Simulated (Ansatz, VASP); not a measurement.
## One calculation of CdF2, two programs

INCAR

```
PREC     = Accurate       # precision mode
ENCUT    = 520            # plane-wave cutoff, eV
EDIFF    = 1E-6           # SCF threshold, eV
ISMEAR   = 0              # smearing method
SIGMA    = 0.05           # smearing width, eV
LREAL    = F              # projectors in reciprocal space
LASPH    = T              # aspherical terms in the spheres
NELM     = 100            # most SCF steps
ALGO     = Normal         # electronic algorithm
ISIF     = 2              # what is computed and relaxed
LWAVE    = F              # write WAVECAR
LCHARG   = T              # write CHGCAR
GGA      = PS             # functional
LELF     = T              # ELF
LVHAR    = T            
NBANDS   = 20             # bands
```

KPOINTS

```
regular mesh
0
Gamma
  8 8 8
```

POSCAR

```
CdF2
1.0
    0.0000000000      2.8013261972      2.5856240800
    2.8013261972      0.0000000000      2.5856240800
    2.8013261972      2.8013261972      0.0000000000
Cd F
1 2
Direct
    0.0000000000      0.0000000000      0.0000000000
    0.2500000000      0.2500000000      0.2500000000
    0.7500000000      0.7500000000      0.7500000000
```

Input for Ansatz:

```yaml
crystal:
  lattice:
    - [0.0, 2.8013261972, 2.58562408]
    - [2.8013261972, 0.0, 2.58562408]
    - [2.8013261972, 2.8013261972, 0.0]
  atoms:
    - { symbol: Cd, position: [0.0, 0.0, 0.0] }
    - { symbol: F, position: [0.25, 0.25, 0.25] }
    - { symbol: F, position: [0.75, 0.75, 0.75] }
basis:
  ecutwfc: 520.0
kpoints:
  mp_grid: { grid: [8, 8, 8] }
hamiltonian:
  xc: pbesol
scf:
  occupations: { method: gaussian, width: 0.05 }
output:
  forces: true
  stress: true
  eigenvalues: true
```

Alike in both runs: task single point; functional PBEsol; k mesh 8 × 8 × 8; occupations gaussian, width 0.05 eV; no spin polarisation.

```csv
,VASP,Ansatz
version,VASP 6.6.1,Ansatz 0.2.0
potentials or method,"VASP PAW PBE potentials, release 64 (Cd, F), cutoff 520 eV","scalar-relativistic, plane waves, PAW"
valence electrons in the cell,26,34
```

VASP gave:

* gap on the k mesh at the Fermi level (eV): 2.56
* least direct gap on the mesh (eV): 3.14
* pressure (GPa): -3.3
* traceless stress, the component that is largest in VASP (GPa): 5.85

Q: Estimate Ansatz's values.

A: gap on the k mesh at the Fermi level (eV): 2.59; least direct gap on the mesh (eV): 3.18; pressure (GPa): -3.9; traceless stress, the component that is largest in VASP (GPa): 5.93.

VASP's potentials were made for PBE, not for PBEsol. VASP's potentials hold 26 valence electrons a cell and Ansatz's 34, so a difference there can come from the potentials and not from the codes.
